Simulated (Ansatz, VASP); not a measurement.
# One calculation of RbCl, two programs

The input POSCAR:

```
RbCl
1.0
    0.0000000000      3.3057264435      3.3057264435
    3.3057264435      0.0000000000      3.3057264435
    3.3057264435      3.3057264435      0.0000000000
Rb Cl
1 1
Direct
    0.0000000000      0.0000000000      0.0000000000
    0.5000000000      0.5000000000      0.5000000000
```

The input INCAR.step1:

```
SYSTEM = RbCl
PREC = Accurate ; ENCUT = 550
ISMEAR = 0 ; SIGMA = 0.01
LREAL = .FALSE. ; LASPH = .TRUE.
NELM = 120 ; NBANDS = 15
GGA = PE ; ALGO = Normal
EDIFF = 1E-5 ; LWAVE = .TRUE.
LCHARG = .FALSE. ; GGA_COMPAT = .FALSE.
```

Contents of INCAR.step2:

```
SYSTEM = RbCl
PREC = Accurate ; ENCUT = 550
EDIFF = 1E-6 ; ISMEAR = 0
SIGMA = 0.01 ; LREAL = .FALSE.
LASPH = .TRUE. ; NELM = 120
ALGO = Normal ; ISIF = 2
LWAVE = .FALSE. ; LCHARG = .FALSE.
METAGGA = R2SCAN ; LMIXTAU = .TRUE.
NBANDS = 15 ; ISTART = 1
GGA_COMPAT = .FALSE.
```

KPOINTS

```
regular mesh
0
G
  4 4 4
  0 0 0
```

Input for Ansatz:

```yaml
crystal:
  lattice:
    - [0.0, 3.3057264435, 3.3057264435]
    - [3.3057264435, 0.0, 3.3057264435]
    - [3.3057264435, 3.3057264435, 0.0]
  atoms:
    - { symbol: Rb, position: [0.0, 0.0, 0.0] }
    - { symbol: Cl, position: [0.5, 0.5, 0.5] }
kpoints:
  mp_grid: { grid: [4, 4, 4] }
hamiltonian:
  xc: r2scan
scf:
  occupations: { method: fixed }
  n_extra_bands: 4
output:
  forces: true
  stress: true
  eigenvalues: true
```

Alike in both runs: task single point; functional r2SCAN; k mesh 4 × 4 × 4; no spin polarisation.

```csv
,VASP,Ansatz
version,VASP 6.6.1,Ansatz 0.2.0
potentials or method,"VASP PAW PBE potentials, release 64 (Rb_sv, Cl)","plane waves, PAW"
plane-wave cutoff (eV),550,500
occupations,"gaussian, width 0.01 eV",fixed
valence electrons in the cell,16,16
```

```tsv
	VASP	Ansatz	Ansatz less VASP
gap on the k mesh at the Fermi level (eV)	5.56	5.56	-0.001
pressure (GPa)	0.0	0.0	-0.01
```

VASP's potentials were made for PBE, not for r2SCAN.
